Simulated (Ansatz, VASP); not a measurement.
Two plane-wave programs on Rh

```
CELL_PARAMETERS angstrom
2.73098 0.00000 0.00000
-1.36549 2.36510 0.00000
0.00000 0.00000 4.42849
ATOMIC_POSITIONS crystal
Rh 0.66667 0.33333 0.75000
Rh 0.33333 0.66667 0.25000
```

Alike in both runs: task single point; functional RPBE; k mesh 3 × 3 × 2; occupations gaussian, width 0.1 eV; no spin polarisation.

|  | VASP | Ansatz |
| --- | --- | --- |
| version | VASP 6.6.1 | Ansatz 0.2.0 |
| potentials or method | VASP PAW PBE potentials, release 64 (Rh_pv), cutoff 500 eV | scalar-relativistic, plane waves, PAW |
| valence electrons in the cell | 30 | 34 |

```csv
,VASP,Ansatz,Ansatz less VASP
gap on the k mesh at the Fermi level (eV),none,none,-
pressure (GPa),10.6,10.3,-0.27
"traceless stress, the component that is largest in VASP (GPa)",-30.64,-30.94,-0.292
```

VASP's potentials were made for PBE, not for RPBE. A gap of «none» marks a metal or a gap that the smearing closes. VASP's potentials hold 30 valence electrons a cell and Ansatz's 34, so a difference there can come from the potentials and not from the codes.

The k mesh is coarse, so the values compare programs but aren't converged.
